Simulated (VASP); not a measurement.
A run of VASP 6.6.1 is set up as follows.

File INCAR:

```
SYSTEM = CdS
  PREC = Accurate
  ENCUT = 520
  EDIFF = 1E-6
  ISMEAR = 0
  SIGMA = 0.01
  LREAL = .FALSE.
  LASPH = .TRUE.
  NELM = 80
  ALGO = Normal
  ISIF = 2
  LWAVE = .FALSE.
  LCHARG = .FALSE.
  GGA = PE
  NBANDS = 26
```

The input KPOINTS:

```
regular mesh
0
G
  6 6 2
  0 0 0
```

POSCAR

```
CdS
1.0
    3.8410415901      0.0000000000      0.0000000000
   -1.9205207951      3.3264395940      0.0000000000
    0.0000000000      0.0000000000      6.4452706107
Cd S
2 2
Direct
    0.0000000000      0.0000000000      0.0000000000
    0.0000000000      0.0000000000      0.5000000000
    0.3333333333      0.6666666667      0.2500000000
    0.6666666667      0.3333333333      0.7500000000
```

Potentials or basis: VASP PAW PBE potentials, release 64 (Cd, S).

The run is started by

```sh
$ cat potpaw_PBE.64/Cd/POTCAR potpaw_PBE.64/S/POTCAR > POTCAR
$ mpirun -np 1 vasp_std > vasp.out
```

Estimate the pressure.

2.2 GPa.

Predict the band gap on the k mesh.

0.63 eV.

Stress tensor (GPa, compression positive):
```
2.22 0.00 0.00
0.00 2.22 0.00
0.00 0.00 2.05
```

Caveat: the k points lie up to 0.49 Å⁻¹ apart. A k mesh can miss the band edges.
